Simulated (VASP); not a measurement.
# La4ZrO (F-43m) in VASP: further runs, part 2 of 2

VASP 6.6.1.

**3. Relaxation of cell and atoms, PBE**

This run uses another cell than the first one, of 26.11 Å³/atom.

The input, INCAR:

```
SYSTEM = La4ZrO
ALGO     = Normal         ! electronic algorithm
EDIFF    = 1E-6           ! SCF threshold, eV
EDIFFG   = -0.04          ! ionic threshold
ENCUT    = 600            ! plane-wave cutoff, eV
GGA      = PE             ! functional
IBRION   = 2              ! ionic algorithm
ISIF     = 3              ! what is computed and relaxed
ISMEAR   = 0              ! smearing method
LASPH    = .True.         ! aspherical terms in the spheres
LCHARG   = .False.        ! write CHGCAR
LREAL    = .False.        ! projectors in reciprocal space
LWAVE    = .False.        ! write WAVECAR
NELM     = 60             ! most SCF steps
NSW      = 90             ! ionic steps
PREC     = Accurate       ! precision mode
SIGMA    = 0.1            ! smearing width, eV
```

The input, KPOINTS:

```
k-points
0
Gamma
  4 4 4
  0 0 0
```

The input, POSCAR:

```
La4ZrO
1.0
    0.0000000000      4.2789283600      4.2789283600
    4.2789283600      0.0000000000      4.2789283600
    4.2789283600      4.2789283600      0.0000000000
La Zr O
4 1 1
Direct
    0.6261573600      0.6261573600      0.6261573600
    0.6261573600      0.6261573600      0.1215279300
    0.6261573600      0.1215279300      0.6261573600
    0.1215279300      0.6261573600      0.6261573600
    0.0000000000      0.0000000000      0.0000000000
    0.7500000000      0.7500000000      0.7500000000
```

Potentials or basis: VASP PAW PBE potentials, release 64 (La, Zr_sv, O).

On the command line:

```bash
$ cat potpaw_PBE.64/La/POTCAR potpaw_PBE.64/Zr_sv/POTCAR potpaw_PBE.64/O/POTCAR > POTCAR
$ mpirun -np 1 vasp_std > vasp.out
```

It took 25 min on 1 thread of AMD EPYC 7R13, shared host; peak memory 0.37 GiB.

The run converged. Its results:

```
Free energy                           : -31.5021 eV
Relaxed volume                        : 37.56 Å³/atom
Relaxed cell                          : a = 6.831 Å, b = 6.831 Å, c = 6.831 Å, α = 60.00°, β = 60.00°, γ = 60.00°
Space group after relaxing (to 0.1 Å) : F-43m (No. 216)
Energy gained by relaxing             : 1632.9 meV/atom
Ionic steps                           : 12
Pressure after relaxing               : 0.1 GPa
Largest force after relaxing          : 0.038 eV/Å
Band gap on the k mesh                : zero (bands 31 and 32 overlap by 0.34 eV)
```

Forces on the atoms (eV/Å):
```
La   0.022  0.022  0.022
La  -0.022 -0.022  0.022
La  -0.022  0.022 -0.022
La   0.022 -0.022 -0.022
Zr   0.000  0.000  0.000
O    0.000  0.000  0.000
```

Step by step:
| step | energy change (eV) | largest force (eV/Å) | pressure (GPa) | volume (Å³) |
| --- | --- | --- | --- | --- |
| 1 | 0.0000 | 12.2343 | 43.21 | 156.69 |
| 2 | -1.1376 | 3.0709 | -4.23 | 376.81 |
| 3 | -3.9928 | 3.0909 | -4.63 | 323.70 |
| 4 | -6.1844 | 3.0955 | -4.49 | 285.72 |
| 5 | -9.3711 | 1.8758 | 1.31 | 214.79 |
| 6 | -9.3982 | 1.1783 | 4.09 | 203.69 |
| 7 | -9.4182 | 1.5528 | 2.61 | 209.06 |
| 8 | -9.4197 | 1.4761 | 2.90 | 207.91 |
| 9 | -9.7559 | 0.5420 | -0.41 | 225.62 |
| 10 | -9.7646 | 0.4391 | -0.88 | 229.65 |
| 11 | -9.7971 | 0.0152 | 0.19 | 225.12 |
| 12 | -9.7972 | 0.0379 | 0.14 | 225.35 |

Final structure:
```
La Zr O
1.0
     0.00000    4.82995    4.82995
     4.82995    0.00000    4.82995
     4.82995    4.82995    0.00000
La Zr O
4 1 1
Direct
  0.61448 0.61448 0.61448
  0.61448 0.61448 0.15655
  0.61448 0.15655 0.61448
  0.15655 0.61448 0.61448
  0.00000 0.00000 0.00000
  0.75000 0.75000 0.75000
```

Levels at points of the mesh, in eV from the Fermi level:
| k point | band 29 | band 30 | band 31 | band 32 | band 33 | band 34 |
| --- | --- | --- | --- | --- | --- | --- |
| (0.00, 0.00, 0.00) | -0.38 | -0.27 | -0.27 | -0.27 | -0.08 | -0.08 |
| (0.50, 0.00, 0.00) | -0.40 | -0.10 | -0.10 | 0.16 | 0.25 | 0.25 |
| (0.50, 0.50, 0.00) | -0.44 | -0.44 | 0.07 | 0.10 | 0.26 | 0.26 |

Caveat: the volume moved by over 15 % at a fixed basis, so the end points are rough; spin-orbit coupling is left out, which moves the levels of the heavy elements.

**4. Single point, PBE, collinear spin**

The input, INCAR:

```
  PREC = Accurate
  ENCUT = 520
  EDIFF = 1E-6
  ISMEAR = 0
  SIGMA = 0.1
  LREAL = F
  LASPH = T
  NELM = 150
  ALGO = Normal
  ISIF = 2
  LWAVE = F
  LCHARG = F
  ISPIN = 2
  MAGMOM = 0 0 0 0 1 0
  LORBIT = 11
  LMAXMIX = 6
  GGA = PE
  NBANDS = 44
```

The input, KPOINTS:

```
regular mesh
0
Gamma
  4 4 4
```

The input, POSCAR:

```
La4ZrO
1.0
    0.0000000000      4.8356792101      4.8356792101
    4.8356792101      0.0000000000      4.8356792101
    4.8356792101      4.8356792101      0.0000000000
La Zr O
4 1 1
Direct
    0.3854862096      0.8435413711      0.3854862096
    0.3854862096      0.3854862096      0.3854862096
    0.8435413711      0.3854862096      0.3854862096
    0.3854862096      0.3854862096      0.8435413711
    0.0000000000      0.0000000000      0.0000000000
    0.2500000000      0.2500000000      0.2500000000
```

On the command line:

```bash
$ cat potpaw_PBE.64/La/POTCAR potpaw_PBE.64/Zr_sv/POTCAR potpaw_PBE.64/O/POTCAR > POTCAR
$ mpirun -np 1 vasp_std > vasp.out
```

Run time: 9.1 min. Hardware: 1 thread of AMD EPYC 7R13, shared host; peak memory 0.57 GiB.

Results (log left out):

| Property | Result |
| --- | --- |
| Free energy | -31.6485 eV |
| Pressure | 0.8 GPa |
| Largest force | 0.134 eV/Å |
| Net moment | 0.76 μB per cell |
| Site moments | La -0.26; Zr +1.18; O +0.01 μB |
| Valence electrons inside the program's atomic spheres | La 8.79; Zr 9.61; O 5.08 |

Forces in eV/Å, atoms in the order of the input:
```
La   0.078 -0.078  0.078
La  -0.078 -0.078 -0.078
La  -0.078  0.078  0.078
La   0.078  0.078 -0.078
Zr   0.000  0.000  0.000
O    0.000  0.000  0.000
```

Levels at points of the mesh, in eV from the Fermi level:
Spin up:
| k point | band 28 | band 29 | band 30 | band 31 | band 32 | band 33 | band 34 | band 35 |
| --- | --- | --- | --- | --- | --- | --- | --- | --- |
| (0.00, 0.00, 0.00) | -0.79 | -0.35 | -0.35 | -0.35 | -0.12 | -0.12 | -0.08 | 0.26 |
| (0.50, 0.00, 0.00) | -0.56 | -0.56 | -0.18 | -0.18 | 0.29 | 0.29 | 0.39 | 0.50 |
| (0.50, 0.50, 0.00) | -0.45 | -0.45 | -0.40 | -0.19 | 0.12 | 0.12 | 0.23 | 0.62 |
Spin down:
| k point | band 26 | band 27 | band 28 | band 29 | band 30 | band 31 | band 32 | band 33 | band 34 | band 35 |
| --- | --- | --- | --- | --- | --- | --- | --- | --- | --- | --- |
| (0.00, 0.00, 0.00) | -0.78 | -0.78 | -0.78 | -0.60 | -0.16 | -0.16 | -0.15 | -0.15 | -0.15 | 1.08 |
| (0.50, 0.00, 0.00) | -1.36 | -0.83 | -0.37 | -0.37 | -0.07 | -0.07 | 0.00 | 0.64 | 0.64 | 0.83 |
| (0.50, 0.50, 0.00) | -0.81 | -0.59 | -0.51 | -0.51 | -0.41 | 0.12 | 0.36 | 0.61 | 0.65 | 0.65 |

Caveat: spin-orbit coupling is left out, which moves the levels of the heavy elements.

**5. Single point, PBE, collinear spin**

This run uses another cell than the first one, of 44.47 Å³/atom.

The input, INCAR:

```
SYSTEM = La4ZrO
PREC = Accurate ; ENCUT = 520
EDIFF = 1E-6 ; ISMEAR = 0
SIGMA = 0.1 ; LREAL = .FALSE.
LASPH = .TRUE. ; NELM = 150
ALGO = Normal ; ISIF = 2
LWAVE = .FALSE. ; LCHARG = .FALSE.
ISPIN = 2 ; MAGMOM = -0.13 -0.13 -0.13 -0.13 1.89 0
LORBIT = 11 ; LMAXMIX = 6
GGA = PE ; NBANDS = 44
```

The input, KPOINTS:

```
Automatic mesh
0
G
  8 8 8
  0 0 0
```

The input, POSCAR:

```
La4ZrO
1.0
    0.0000000000      5.1095863507      5.1095863507
    5.1095863507      0.0000000000      5.1095863507
    5.1095863507      5.1095863507      0.0000000000
La Zr O
4 1 1
Direct
    0.3783781650      0.8648655051      0.3783781650
    0.3783781650      0.3783781650      0.3783781650
    0.8648655051      0.3783781650      0.3783781650
    0.3783781650      0.3783781650      0.8648655051
    0.0000000000      0.0000000000      0.0000000000
    0.2500000000      0.2500000000      0.2500000000
```

On the command line:

```bash
$ cat potpaw_PBE.64/La/POTCAR potpaw_PBE.64/Zr_sv/POTCAR potpaw_PBE.64/O/POTCAR > POTCAR
$ mpirun -np 1 vasp_std > vasp.out
```

It took 36 min on 1 thread of Oxide Virtual Turin-like, shared host; peak memory 0.84 GiB.

It converged, with:

| Quantity | Value |
| --- | --- |
| Free energy | -31.7968 eV |
| Pressure | 0.0 GPa |
| Largest force | 0.033 eV/Å |
| Net moment | 0.91 μB per cell |
| Site moments | La -0.26; Zr +1.31; O -0.03 μB |
| Valence electrons inside the program's atomic spheres | La 8.61; Zr 9.57; O 5.09 |

Forces on the atoms (eV/Å):
```
La   0.019 -0.019  0.019
La  -0.019 -0.019 -0.019
La  -0.019  0.019  0.019
La   0.019  0.019 -0.019
Zr   0.000  0.000  0.000
O    0.000  0.000  0.000
```

Levels at points of the mesh, in eV from the Fermi level:
Spin up:
```
           k point  band 29  band 30  band 31  band 32  band 33  band 34
(0.00, 0.00, 0.00)    -0.33    -0.33    -0.33    -0.22    -0.22     0.38
(0.50, 0.00, 0.00)    -0.51    -0.26    -0.26     0.23     0.23     0.48
(0.50, 0.50, 0.00)    -0.40    -0.30    -0.26     0.11     0.11     0.51
```
Spin down:
```csv
k point,band 27,band 28,band 29,band 30,band 31,band 32,band 33,band 34
"(0.00, 0.00, 0.00)",-0.42,-0.42,-0.42,-0.23,-0.23,-0.23,-0.13,-0.13
"(0.50, 0.00, 0.00)",-0.80,-0.36,-0.31,-0.31,0.15,0.15,0.57,0.57
"(0.50, 0.50, 0.00)",-0.36,-0.28,-0.24,-0.24,-0.13,0.28,0.47,0.47
```

Caveat: spin-orbit coupling is left out, which moves the levels of the heavy elements.

**6. Summary**

```csv
task,spin,cell,k mesh,cutoff (eV),gap on the mesh (eV),pressure (GPa),moment (μB),largest force (eV/Å)
single point,off,"a = 6.839 Å, angles 60.0°, 6 atoms, atomic positions A",4 × 4 × 4,520,none,0.1,-,0.06
relaxation of cell and atoms,off,"relaxed from a = 6.051 Å, angles 60.0°, 6 atoms, atomic positions B",4 × 4 × 4,600,none,0.1,-,0.04
single point,collinear,"a = 6.839 Å, angles 60.0°, 6 atoms, atomic positions A",4 × 4 × 4,520,none,0.8,0.76,0.13
single point,collinear,"a = 7.226 Å, angles 60.0°, 6 atoms, atomic positions C",8 × 8 × 8,520,none,0.0,0.91,0.03
```

Alike in all rows: level PBE; potentials or basis VASP PAW PBE potentials, release 64 (La, Zr_sv, O); smearing gaussian 0.1 eV.

Caveats: spin-orbit coupling is left out, which moves the levels of the heavy elements; the volume moved by over 15 % at a fixed basis, so the end points are rough (at least some runs).

Absolute energies hang on the potentials; compare differences alone.
